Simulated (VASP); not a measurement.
Runs of VASP 6.6.1 on AlN (zincblende type). The structure is that of space group F-43m (No. 216), or close to it. The cells are those of the table. 

| task | level | cell | cutoff (eV) | k mesh for the DOS | occupations for the DOS | gap on the mesh (eV) | pressure (GPa) |
| --- | --- | --- | --- | --- | --- | --- | --- |
| single point | PBE | a = 2.790 Å, angles 60.0°, 2 atoms | 520 | - | - | (a) | 119.6 |
| single point | PBE | a = 3.050 Å, angles 60.0°, 2 atoms | 520 | - | - | 3.39 | 13.2 |
| relaxation of cell and atoms | PBE | relaxed from a = 3.047 Å, angles 60.0°, 2 atoms | 600 | - | - | 3.36 | -0.1 |
| single point | r2SCAN+D3(BJ) | a = 2.890 Å, angles 60.0°, 2 atoms | 520 | - | - | 4.12 | 59.0 |
| single point | PBE | a = 2.551 Å, angles 60.0°, 2 atoms | 520 | - | - | 3.37 | 361.8 |
| single point | PBE | a = 2.683 Å, angles 60.0°, 2 atoms | 520 | - | - | 3.45 | (b) |
| single point | PBE | a = 3.113 Å, angles 60.0°, 2 atoms | 520 | - | - | 3.36 | -0.3 |
| single point | PBE | a = 2.890 Å, angles 60.0°, 2 atoms | 520 | - | - | 3.45 | 66.3 |
| single point | PBE | a = 2.984 Å, angles 60.0°, 2 atoms | 520 | - | - | 3.42 | 31.4 |

Alike in all rows: potentials or basis VASP PAW PBE potentials, release 64 (Al, N); no spin polarisation; k mesh 17 × 17 × 17; smearing fermi-dirac 0.08 eV.

Estimate the missing entries.

(a) 3.46; (b) 203.3.

Caveats: three body term missing (some runs); the PAW data sets were made with another functional, which shifts forces and pressure a little (some runs).

A k mesh can miss the band edges.
